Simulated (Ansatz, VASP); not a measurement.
**TaN in VASP and in Ansatz**

```xyz
2
Lattice="2.9240 0.0000 0.0000 -1.4620 2.5323 0.0000 0.0000 0.0000 2.8706" Properties=species:S:1:pos:R:3 pbc="T T T"
Ta    0.0000    1.6882    1.4353
N     0.0000    0.0000    0.0000
```

Alike in both runs: functional PBEsol; k mesh 12 × 12 × 11; occupations fermi-dirac, width 0.1 eV; no spin polarisation.

Ansatz relaxed the structure, and its values are those at the end. VASP's run is a single point on that final structure, the one shown.

```csv
,VASP,Ansatz
version,VASP 6.6.1,Ansatz 0.2.0
potentials or method,"VASP PAW PBE potentials, release 64 (Ta_pv, N), cutoff 520 eV",PAW plane waves
valence electrons in the cell,16,18
```

Ansatz gave:

```
gap on the k mesh at the Fermi level (eV) : none
pressure (GPa)                            : 0.0
```

Task: Estimate VASP's values.

Result: gap on the k mesh at the Fermi level (eV): none; pressure (GPa): 0.9.

VASP's potentials were made for PBE, not for PBEsol, and Ansatz warns of the same on its side. A gap of «none» marks a metal or a gap that the smearing closes. VASP's potentials hold 16 valence electrons a cell and Ansatz's 18, so a difference there can come from the potentials and not from the codes.

Spin-orbit coupling is off throughout.
